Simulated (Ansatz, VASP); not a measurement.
**CuO in VASP and in Ansatz**

```
Cu O
1.0
     1.99097   -2.15355    0.00000
     1.99097    2.15355    0.00000
     0.00000    0.00000    5.15593
Cu O
2 2
Direct
  0.50000 0.00000 0.00000
  0.00000 0.50000 0.50000
  0.50000 0.50000 0.25000
  0.50000 0.50000 0.75000
```

Alike in both runs: task single point; functional LDA; k mesh 9 × 9 × 5; occupations fermi-dirac, width 0.05 eV; no spin polarisation.

|  | VASP | Ansatz |
| --- | --- | --- |
| version | VASP 6.6.1 | Ansatz 0.2.0 |
| potentials or method | VASP PAW LDA potentials, release 64 (Cu, O) | Ansatz PAW |
| plane-wave cutoff (eV) | 520 | 420 |
| valence electrons in the cell | 34 | 50 |

VASP gave:

| Quantity | Value |
| --- | --- |
| gap on the k mesh at the Fermi level (eV) | none |
| pressure (GPa) | -11.4 |
| traceless stress, the component that is largest in VASP (GPa) | -2.51 |

Estimate Ansatz's values.

gap on the k mesh at the Fermi level (eV): none; pressure (GPa): -12.2; traceless stress, the component that is largest in VASP (GPa): -2.79.

LDA's correlation is that of Perdew and Zunger in VASP and of Perdew and Wang (1992) in Ansatz. A gap of «none» marks a metal or a gap that the smearing closes. VASP's potentials hold 34 valence electrons a cell and Ansatz's 50, so a difference there can come from the potentials and not from the codes.
